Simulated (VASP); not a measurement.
Write the native input for VASP 6.6.1 that does the following.

| Item | Value |
| --- | --- |
| Task | relaxation of cell and atoms |
| Functional | PBE |
| Potentials or basis | VASP PAW PBE potentials, release 64 (Ca_sv, Cl) |
| Cutoff | 600 eV |
| k mesh | 16 × 16 × 12 |
| Occupations | gaussian, width 0.1 eV |
| Spin | no spin polarisation |
| Dipole correction | no |
| Further INCAR settings | ALGO = Normal; EDIFF = 1e-06; IBRION = 2; EDIFFG = -0.01; NSW = 100; ISIF = 3 |

The structure of CaCl lies in POSCAR:

```
CaCl
1.0
    3.4127950421      0.0000000000      0.0000000000
    0.0000000000      3.4127950421      0.0000000000
    0.0000000000      0.0000000000      4.4731992159
Ca Cl
1 1
Direct
    0.5000000000      0.5000000000      0.5000000000
    0.0000000000      0.0000000000      0.0000000000
```

One way to write it, as run:

INCAR

```
SYSTEM = CaCl
PREC = Accurate
ENCUT = 600
EDIFF = 1E-6
ISMEAR = 0
SIGMA = 0.1
LREAL = .False.
LASPH = .True.
NELM = 80
ALGO = Normal
ISIF = 3
LWAVE = .False.
LCHARG = .False.
GGA = PE
IBRION = 2
NSW = 100
EDIFFG = -0.01
```

KPOINTS

```
Automatic mesh
0
Gamma
  16 16 12
  0 0 0
```

Potentials or basis: VASP PAW PBE potentials, release 64 (Ca_sv, Cl).

The run is started by

```bash
$ cat potpaw_PBE.64/Ca_sv/POTCAR potpaw_PBE.64/Cl/POTCAR > POTCAR
$ mpirun -np 1 vasp_std > vasp.out
```

It gave:

| Item | Value |
| --- | --- |
| Relaxed volume | 26.38 Å³/atom |
| Relaxed cell | a = 3.517 Å, b = 3.517 Å, c = 4.267 Å, α = 90.00°, β = 90.00°, γ = 90.00° |
| Space group after relaxing (to 0.05 Å) | P4/mmm (No. 123) |
| Energy gained by relaxing | 17.7 meV/atom |
| Ionic steps | 7 |
| Pressure after relaxing | 0.0 GPa |

Caveat: an odd number of electrons without spin polarisation forces a metal; a magnetic or distorted state may lie lower.

Wall time 9.6 min on 1 thread of Intel(R) Xeon(R) Platinum 8259CL CPU @ 2.50GHz (Skylake/Cascade Lake) (shared host), peak memory 0.4 GiB.
